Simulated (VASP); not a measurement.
A run of VASP 6.6.1 is set up as follows.

POSCAR

```
MoS2
1.0
    3.1730199390      0.0000000000      0.0000000000
   -1.5865099695      2.7479158739      0.0000000000
    0.0000000000      0.0000000000     12.4358958808
Mo S
2 4
Direct
    0.3333333333      0.6666666667      0.2500000000
    0.6666666667      0.3333333333      0.7500000000
    0.6666666667      0.3333333333      0.3750995328
    0.6666666667      0.3333333333      0.1249004672
    0.3333333333      0.6666666667      0.8750995328
    0.3333333333      0.6666666667      0.6249004672
```

INCAR.step1

```
SYSTEM = MoS2
PREC = Accurate ; ENCUT = 520
ISMEAR = 0 ; SIGMA = 0.01
LREAL = .FALSE. ; LASPH = .TRUE.
NELM = 60 ; NBANDS = 35
GGA = PE ; ALGO = Normal
EDIFF = 1E-4 ; LWAVE = .TRUE.
LCHARG = .FALSE.
```

The input INCAR.step2:

```
SYSTEM = MoS2
PREC = Accurate ; ENCUT = 520
EDIFF = 1E-6 ; ISMEAR = 0
SIGMA = 0.01 ; LREAL = .FALSE.
LASPH = .TRUE. ; NELM = 60
ALGO = Normal ; ISIF = 2
LWAVE = .FALSE. ; LCHARG = .TRUE.
METAGGA = R2SCAN ; LMIXTAU = .TRUE.
LELF = .TRUE. ; LVHAR = .TRUE.
NBANDS = 35 ; ISTART = 1
```

Contents of KPOINTS:

```
Automatic mesh
0
G
  12 12 2
  0 0 0
```

Potentials or basis: VASP PAW PBE potentials, release 64 (Mo_sv, S).

The run is started by

```bash
$ cat potpaw_PBE.64/Mo_sv/POTCAR potpaw_PBE.64/S/POTCAR > POTCAR
$ cp INCAR.step1 INCAR
$ mpirun -np 1 vasp_std > vasp.out
$ cp INCAR.step2 INCAR
$ mpirun -np 1 vasp_std > vasp.out
```

(1) Predict the pressure.

(2) What does it give for the largest force?

Results:

(1) 1.2 GPa.

(2) 0.051 eV/Å.

Caveat: the PAW data sets were made with another functional, which shifts forces and pressure a little.
